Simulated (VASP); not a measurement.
Runs of VASP 6.6.1 on BaTe. The structure is that of space group P6_3/mmc (No. 194), or close to it. The cells are those of the table. 

```tsv
task	level	cell	k mesh	cutoff (eV)	smearing	gap on the mesh (eV)	pressure (GPa)
single point	PBE	a = 5.064, b = 5.064, c = 8.838 Å, angles 90.0, 90.0, 120.0°, 4 atoms	6 × 6 × 4	520	gaussian 0.02 eV	(b)	-1.9
relaxation of shape and atoms at fixed volume	PBE	relaxed from a = 4.848, b = 4.848, c = 8.503 Å, angles 90.0, 90.0, 120.0°, 4 atoms	6 × 6 × 4	600	gaussian 0.02 eV	1.62	1.3
single point	PBE	a = 4.787, b = 4.787, c = 8.452 Å, angles 90.0, 90.0, 120.0°, 4 atoms	6 × 6 × 4	520	gaussian 0.02 eV	1.56	2.4
single point	PBE	a = 4.728, b = 4.728, c = 8.388 Å, angles 90.0, 90.0, 120.0°, 4 atoms	6 × 6 × 4	520	gaussian 0.02 eV	1.49	3.7
single point	PBE	a = 4.946, b = 4.946, c = 8.675 Å, angles 90.0, 90.0, 120.0°, 4 atoms	6 × 6 × 4	520	gaussian 0.02 eV	1.71	-0.5
single point	PBE	a = 5.076, b = 5.076, c = 8.363 Å, angles 90.0, 90.0, 120.0°, 4 atoms	6 × 6 × 2	520	gaussian 0.1 eV	(a)	-0.7
single point	PBE	a = 4.668, b = 4.668, c = 8.323 Å, angles 90.0, 90.0, 120.0°, 4 atoms	6 × 6 × 4	520	gaussian 0.02 eV	1.41	(c)
single point	r2SCAN	a = 4.898, b = 4.898, c = 8.590 Å, angles 90.0, 90.0, 120.0°, 4 atoms	6 × 6 × 4	520	gaussian 0.02 eV	2.05	0.3
```

Alike in all rows: potentials or basis VASP PAW PBE potentials, release 64 (Ba_sv, Te); no spin polarisation.

Question: Estimate the missing entries.

Answer: (a) 1.73; (b) 1.80; (c) 5.2.

Caveats: spin-orbit coupling is left out, which moves the levels of the heavy elements; the cell stands under pressure (at least some runs); the PAW data sets were made with another functional, which shifts forces and pressure a little (at least some runs).

A k mesh can miss the band edges, and the runs leave out spin-orbit coupling on Ba, Te.
